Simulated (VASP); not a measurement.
Input of a VASP 6.6.1 run:

INCAR

```
SYSTEM = BeTe
PREC = Accurate ; ENCUT = 520
EDIFF = 1E-6 ; ISMEAR = 0
SIGMA = 0.01 ; LREAL = .False.
LASPH = .True. ; NELM = 80
ALGO = Normal ; ISIF = 2
LWAVE = .False. ; LCHARG = .False.
GGA = CA ; NBANDS = 11
```

The input KPOINTS:

```
regular mesh
0
Gamma
  8 8 8
  0 0 0
```

POSCAR

```
BeTe
1.0
    2.7772249640      2.7772249640      0.0000000000
   -2.7772249640      2.7772249640      0.0000000000
    0.0000000000      2.7772249640      2.7772249640
Be Te
1 1
Direct
    0.0000000000      0.0000000000      0.0000000000
    0.7500000000      0.2500000000      0.5000000000
```

Potentials or basis: VASP PAW LDA potentials, release 64 (Be, Te).

The run is started by

```sh
$ cat potpaw_LDA.64/Be/POTCAR potpaw_LDA.64/Te/POTCAR > POTCAR
$ mpirun -np 1 vasp_std > vasp.out
```

(1) What does it give for the band gap on the k mesh?

(2) What does it give for the pressure?

Answers

(1) 1.77 eV, indirect (least direct gap 3.55 eV).

(2) 0.3 GPa.

Caveat: spin-orbit coupling is left out, which moves the levels of the heavy elements.
